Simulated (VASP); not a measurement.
A run of VASP 6.6.1:

File INCAR:

```
SYSTEM = CdAg2
PREC = Accurate ; ENCUT = 520
EDIFF = 1E-6 ; ISMEAR = 0
SIGMA = 0.1 ; LREAL = .FALSE.
LASPH = .TRUE. ; NELM = 80
ALGO = Fast ; ISIF = 2
LWAVE = .FALSE. ; LCHARG = .TRUE.
GGA = PE ; LELF = .TRUE.
LVHAR = .TRUE. ; NBANDS = 43
```

KPOINTS

```
regular mesh
0
G
  8 8 8
  0 0 0
```

The input POSCAR:

```
CdAg2
1.0
    0.0000000000      3.9307167436      3.9307167436
    3.9307167436      0.0000000000      3.9307167436
    3.9307167436      3.9307167436      0.0000000000
Cd Ag
2 4
Direct
    0.0000000000      0.0000000000      0.0000000000
    0.2500000000      0.2500000000      0.2500000000
    0.6250000000      0.6250000000      0.6250000000
    0.1250000000      0.6250000000      0.6250000000
    0.6250000000      0.6250000000      0.1250000000
    0.6250000000      0.1250000000      0.6250000000
```

Potentials or basis: VASP PAW PBE potentials, release 64 (Cd, Ag).

Launch:

```console
$ cat potpaw_PBE.64/Cd/POTCAR potpaw_PBE.64/Ag/POTCAR > POTCAR
$ mpirun -np 1 vasp_std > vasp.out
```

Hardware: 1 thread of Intel(R) Xeon(R) 6975P-C (Granite Rapids), with other jobs on the host.

Problem. Estimate the wall time of this run.

Solution. Wall time 99 s on 1 thread of Intel(R) Xeon(R) 6975P-C (Granite Rapids) (shared host), peak memory 0.32 GiB. Counts: scf iterations 13, k points 29.
